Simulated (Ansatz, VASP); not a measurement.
**Two plane-wave programs on Fe2F**

```
CELL_PARAMETERS angstrom
4.62631 0.00000 0.00000
0.00000 4.62631 0.00000
0.00000 0.00000 3.70121
ATOMIC_POSITIONS crystal
Fe 0.31164 0.31164 0.00000
Fe 0.18836 0.81164 0.50000
Fe 0.68836 0.68836 0.00000
Fe 0.81164 0.18836 0.50000
F 0.00000 0.00000 0.00000
F 0.50000 0.50000 0.50000
```

Alike in both runs: functional PBE; k mesh 4 × 4 × 6; occupations gaussian, width 0.1 eV; collinear spin.

Ansatz relaxed the structure, and its values are those at the end. VASP's run is a single point on that final structure, the one shown.

```csv
,VASP,Ansatz
version,VASP 6.6.1,Ansatz 0.2.0
potentials or method,"VASP PAW PBE potentials, release 64 (Fe, F), cutoff 520 eV","scalar-relativistic, plane waves, PAW"
valence electrons in the cell,46,78
```

```tsv
	VASP	Ansatz	Ansatz less VASP
gap on the k mesh at the Fermi level (eV)	none	none	-
pressure (GPa)	-0.3	-0.1	+0.14
rms of the force components (eV/Å)	0.010	0.011	+0.0002
net moment per atom (μB)	2.01	2.02	+0.011
size of the moment on the site where the two differ most (μB)	3.02	2.86	-0.162
```

Site moments also hang on the region over which each program counts them. A gap of «none» marks a metal or a gap that the smearing closes. The functional is the same, so the differences come from potentials, cutoffs and numerics. VASP's potentials hold 46 valence electrons a cell and Ansatz's 78, so a difference there can come from the potentials and not from the codes.
